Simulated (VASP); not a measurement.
Here is a VASP 6.6.1 calculation.

The input INCAR:

```
ALGO = Fast
EDIFF = 1E-6
ENCUT = 520
GGA = PE
ISIF = 2
ISMEAR = 0
ISPIN = 2
LASPH = True
LCHARG = False
LMAXMIX = 4
LORBIT = 11
LREAL = False
LWAVE = False
MAGMOM = 3.2 0.75 0.75 0.75
NBANDS = 31
NELM = 150
PREC = Accurate
SIGMA = 0.1
```

File KPOINTS:

```
k-points
0
Gamma
  12 12 12
```

File POSCAR:

```
FeNi3
1.0
    3.5078923810      0.0000000000      0.0000000000
    0.0000000000      3.5078923810      0.0000000000
    0.0000000000      0.0000000000      3.5078923810
Fe Ni
1 3
Direct
    0.0000000000      0.0000000000      0.0000000000
    0.0000000000      0.5000000000      0.5000000000
    0.5000000000      0.0000000000      0.5000000000
    0.5000000000      0.5000000000      0.0000000000
```

Potentials or basis: VASP PAW PBE potentials, release 64 (Fe, Ni).

Launch:

```console
$ cat potpaw_PBE.64/Fe/POTCAR potpaw_PBE.64/Ni/POTCAR > POTCAR
$ mpirun -np 1 vasp_std > vasp.out
```

(1) Estimate the net moment.

(2) Estimate the site moments.

(3) Estimate the pressure.

Answers

(1) 4.76 μB per cell.

(2) Fe +2.87; Ni +0.63 μB.

(3) 6.3 GPa.

Caveat: the cell stands under pressure.
